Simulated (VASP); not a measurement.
# WAu (F-43m) in VASP: a series of runs, part 2 of 2

VASP 6.6.1. Earlier steps stand in the parts before.

## 3. Relaxation of the atoms, PBE

The input, INCAR:

```
PREC = Accurate ; ENCUT = 520
EDIFF = 1E-6 ; ISMEAR = -1
SIGMA = 0.05 ; LREAL = False
LASPH = True ; NELM = 100
ALGO = Normal ; ISIF = 2
LWAVE = False ; LCHARG = False
GGA = PE ; IBRION = 2
NSW = 60 ; EDIFFG = -0.01
```

The input, KPOINTS:

```
Automatic mesh
0
Gamma
  8 8 8
```

The input, POSCAR:

```
WAu
1.0
    0.0000000000      2.9092100000      2.9092100000
    2.9092100000      0.0000000000      2.9092100000
    2.9092100000      2.9092100000      0.0000000000
W Au
1 1
Direct
    0.0000000000      0.0000000000      0.0000000000
    0.7500000000      0.7500000000      0.7500000000
```

Potentials or basis: VASP PAW PBE potentials, release 64 (W_sv, Au).

Command:

```console
> cat potpaw_PBE.64/W_sv/POTCAR potpaw_PBE.64/Au/POTCAR > POTCAR
> mpirun -np 1 vasp_std > vasp.out
```

It took 42 s on 1 thread of Intel Xeon 8259CL, shared host; peak memory 0.19 GiB.

Results (log left out):

* Free energy: -12.3250 eV
* Pressure after relaxing: 0.1 GPa
* Band gap on the k mesh: zero (an odd number of electrons rules out a gap without spin polarisation)

Final structure:
```yaml
crystal:
  lattice:
    - [0.00000, 2.90921, 2.90921]
    - [2.90921, 0.00000, 2.90921]
    - [2.90921, 2.90921, 0.00000]
  atoms:
    - { symbol: W, position: [0.00000, 0.00000, 0.00000] }
    - { symbol: Au, position: [0.75000, 0.75000, 0.75000] }
```

Levels at points of the mesh, in eV from the Fermi level:
```
           k point  band 11  band 12  band 13  band 14  band 15  band 16
(0.00, 0.00, 0.00)    -0.73    -0.73    -0.73     1.52     1.52     8.36
(0.50, 0.00, 0.00)    -1.83    -0.26    -0.26     1.35     1.35     1.98
(0.50, 0.50, 0.00)    -2.75     0.37     1.24     1.45     1.45     2.70
```

Caveat: the relaxation stopped at its first step, so nothing moved; spin-orbit coupling is left out, which moves the levels of the heavy elements.

## 4. Single point, B3LYP

POSCAR is that of step 3.

The input, INCAR.step1:

```
  PREC = Accurate
  ENCUT = 520
  EDIFF = 1E-5
  ISMEAR = -1
  SIGMA = 0.05
  LREAL = False
  LASPH = True
  NELM = 60
  ALGO = Normal
  ISIF = 2
  LWAVE = True
  LCHARG = False
  NBANDS = 20
  GGA = PE
```

The input, INCAR.step2:

```
  PREC = Accurate
  ENCUT = 520
  EDIFF = 1E-7
  ISMEAR = -1
  SIGMA = 0.05
  LREAL = False
  LASPH = True
  NELM = 60
  ALGO = Normal
  ISIF = 2
  LWAVE = False
  LCHARG = False
  GGA = B3
  LHFCALC = True
  AEXX = 0.2
  AGGAX = 0.72
  AGGAC = 0.81
  ALDAC = 0.19
  PRECFOCK = Normal
  NBANDS = 20
  ISTART = 1
```

The input, KPOINTS:

```
regular mesh
0
Gamma
  4 4 4
```

Potentials or basis: VASP PAW PBE potentials, release 64 (W_sv, Au).

Command:

```console
> cat potpaw_PBE.64/W_sv/POTCAR potpaw_PBE.64/Au/POTCAR > POTCAR
> cp INCAR.step1 INCAR
> mpirun -np 1 vasp_std > vasp.out
> cp INCAR.step2 INCAR
> mpirun -np 1 vasp_std > vasp.out
```

OUTCAR:

```text
PREC = Accurate
   ENCUT = 520
   EDIFF = 1E-7
   ISMEAR = -1
   LREAL = False
   LASPH = True
   NELM = 60
   ISIF = 2
   GGA = B3
   LHFCALC = True
   AEXX = 0.2
   PRECFOCK = Normal
   ISTART = 1

 ion  position               nearest neighbor table
   1  0.000  0.000  0.000-   2 2.52   2 2.52   2 2.52   2 2.52
   2  0.750  0.750  0.750-   1 2.52   1 2.52   1 2.52   1 2.52

  LATTYP: Found a face centered cubic cell.
 ALAT       =     5.8184200000

  Lattice vectors:

 A1 = (   0.0000000000,   2.9092100000,   2.9092100000)
 A2 = (   2.9092100000,   0.0000000000,   2.9092100000)
 A3 = (   2.9092100000,   2.9092100000,   0.0000000000)

Analysis of symmetry for initial positions (statically):
=====================================================================
 Subroutine PRICEL returns:
 Original cell was already a primitive cell.

 Routine SETGRP: Setting up the symmetry group for a
 face centered cubic supercell.

 Subroutine GETGRP returns: Found 24 space group operations
 (whereof 24 operations were pure point group operations)
 out of a pool of 48 trial point group operations.

The static configuration has the point symmetry T_d .

Analysis of symmetry for dynamics (positions and initial velocities):
=====================================================================
 Subroutine PRICEL returns:
 Original cell was already a primitive cell.

 Routine SETGRP: Setting up the symmetry group for a
 face centered cubic supercell.

 Subroutine GETGRP returns: Found 24 space group operations
 (whereof 24 operations were pure point group operations)
 out of a pool of 48 trial point group operations.

The dynamic configuration has the point symmetry T_d .
[... 99 lines left out ...]
   IALGO  =     38    algorithm
   IMIX   =      1    mixing-type and parameters
     AMIX     =   0.40;   BMIX     =  1.00
     AMIX_MAG =   1.60;   BMIX_MAG =  1.00
  volume/ion in A,a.u.               =      24.62       166.16
  Fermi-wavevector in a.u.,A,eV,Ry     =   1.305980  2.467944 23.205866  1.705583
  Thomas-Fermi vector in A             =   2.436812
   LORBIT       =      0    0 simple, 1 ext, 2 COOP (PROOUT), +10 PAW based schemes
   GGA     = B3    functional components
   LHFCALC =     T    Hartree Fock is set to
   PRECFOCK=normal    Normal, Fast or Accurate (Low or Medium for compatibility)
   ENCUT4O =  -1.0   cutoff for four orbital integrals eV
   NKREDX  =     1    reduce k-point grid by
   NKREDY  =     1    reduce k-point grid by
   NKREDZ  =     1    reduce k-point grid by
   AEXX    =    0.2000 exact exchange contribution
   HFSCREEN=    0.0000 screening length (either q_TF or 0.3 A-1)
   HFSCREENC=   0.0000 screening length for correlation (either q_TF or 0.3 A-1)
   ENCUTFOCK=  -1.0 apply spherical cutoff to Coloumb kernel
   IVDW    =     0    specifies the selected vdW correction
   LEPSILON=     F    determine dielectric tensor
   LRPA    =     F    only Hartree local field effects (RPA)
 non-spin polarized calculation
  energy-cutoff  :      520.00
  volume of cell :       49.24
 maximum number of plane-waves:      1363
 NGX is ok and might be reduce to    32
  NGX = 24; NGY = 24; NGZ = 24

 number of electron      25.0000000 magnetization

 Free energy of the ion-electron system (eV)
  ---------------------------------------------------
  ext. energy  EPLUGINS =         0.00000000
  ---------------------------------------------------
  free energy    TOTEN  =       -12.96524762 eV

  energy without entropy =      -12.94823574  energy(sigma->0) =      -12.95674168

 E-fermi :   5.8844     XC(G=0):  -8.4146

 val. band max:        5.4714718163   @ k =   0.5000   0.2500   0.0000
 cond. band min:       5.9647945577   @ k =   0.5000   0.2500   0.0000
 fundamental gap:      0.4933227413
 Fermi energy:         5.8844235487

 k-point     1 :       0.0000    0.0000    0.0000
  band No.  band energies     occupation
      1     -71.7435      2.00000
      2     -34.9690      2.00000
      3     -34.9690      2.00000
      4     -34.9690      2.00000
      5      -2.7016      2.00000
      6      -1.1257      2.00000
[... 173 lines left out ...]
     19      19.2731      0.00000
     20      19.3192      0.00000

------------------------ aborting loop because EDIFF is reached ----------------------------------------

  FORCE on cell =-STRESS in cart. coord.  units (eV):
  Direction    XX          YY          ZZ          XY          YZ          ZX
  --------------------------------------------------------------------------------------
  -------------------------------------------------------------------------------------
  Total        0.7056512      0.7056512      0.7056512     -0.0000000     -0.0000000     -0.0000000
  in kB       22.9586019     22.9586019     22.9586019     -0.0000000     -0.0000000     -0.0000000
  external PRESSURE =      22.9586019 kB  Pullay stress =       0.0000000 kB

 VOLUME and BASIS-vectors are now :
 -----------------------------------------------------------------------------
  energy-cutoff  :      520.00
  volume of cell :       49.24
      direct lattice vectors                 reciprocal lattice vectors
     0.000000000  2.909210000  2.909210000    -0.171867964  0.171867964  0.171867964
     2.909210000  0.000000000  2.909210000     0.171867964 -0.171867964  0.171867964
     2.909210000  2.909210000  0.000000000     0.171867964  0.171867964 -0.171867964

 POSITION                                       TOTAL-FORCE (eV/Angst)
 -----------------------------------------------------------------------------------
      0.00000      0.00000      0.00000         0.000000     -0.000000      0.000000
      4.36381      4.36381      4.36381        -0.000000      0.000000     -0.000000
 -----------------------------------------------------------------------------------
    total drift:                               -0.000001     -0.000003     -0.000005

  FREE ENERGIE OF THE ION-ELECTRON SYSTEM (eV)
  ---------------------------------------------------
  free  energy   TOTEN  =       -12.9652476156 eV

  energy  without entropy=      -12.9482357361  energy(sigma->0) =      -12.95674168
```

It took 15 min on 1 thread of Intel Xeon Platinum 8259CL at 2.50GHz (Skylake/Cascade Lake), shared host; peak memory 0.21 GiB.

Results:

```yaml
Free_energy: -12.9652 eV
Pressure: 2.3 GPa
Band_gap_on_the_k_mesh: zero (an odd number of electrons rules out a gap without spin polarisation)
```

Levels at points of the mesh, in eV from the Fermi level:
```tsv
k point	band 10	band 11	band 12	band 13	band 14	band 15	band 16	band 17
(0.00, 0.00, 0.00)	-6.86	-1.30	-1.30	-1.30	2.03	2.03	9.42	12.10
(0.50, 0.00, 0.00)	-5.89	-2.24	-0.71	-0.71	1.86	1.86	2.59	8.64
(0.50, 0.50, 0.00)	-4.77	-3.39	0.73	1.78	1.90	1.90	3.40	3.97
```

Caveat: the k points lie up to 0.47 Å⁻¹ apart, too coarse for converged energies and pressures of a metal; the PAW data sets were made with another functional, which shifts forces and pressure a little; spin-orbit coupling is left out, which moves the levels of the heavy elements.

## 5. The runs side by side

| task | level | cell | k mesh | cutoff (eV) | grid for exact exchange (PRECFOCK) | share of exact exchange | gap on the mesh (eV) | pressure (GPa) |
| --- | --- | --- | --- | --- | --- | --- | --- | --- |
| relaxation of cell and atoms | r2SCAN | relaxed to 30 GPa | 8 × 8 × 8 | 600 | - | - | none | 30.0 |
| relaxation of the atoms | PBE | atoms relaxed | 8 × 8 × 8 | 520 | - | - | none | 0.1 |
| single point | B3LYP | as given | 4 × 4 × 4 | 520 | Normal | 0.2 | none | 2.3 |

Alike in all rows: potentials or basis VASP PAW PBE potentials, release 64 (W_sv, Au); no spin polarisation; smearing fermi-dirac 0.05 eV.

Caveats: some runs use coarse meshes; spin-orbit coupling is left out, which moves the levels of the heavy elements; the PAW data sets were made with another functional, which shifts forces and pressure a little (at least some runs); the cell is relaxed towards a set pressure, so the run minimises the enthalpy, not the energy (at least some runs); the relaxation stopped at its first step, so nothing moved (at least some runs).

Total energies depend on the potentials used, so only differences within one code and one set of settings carry meaning.
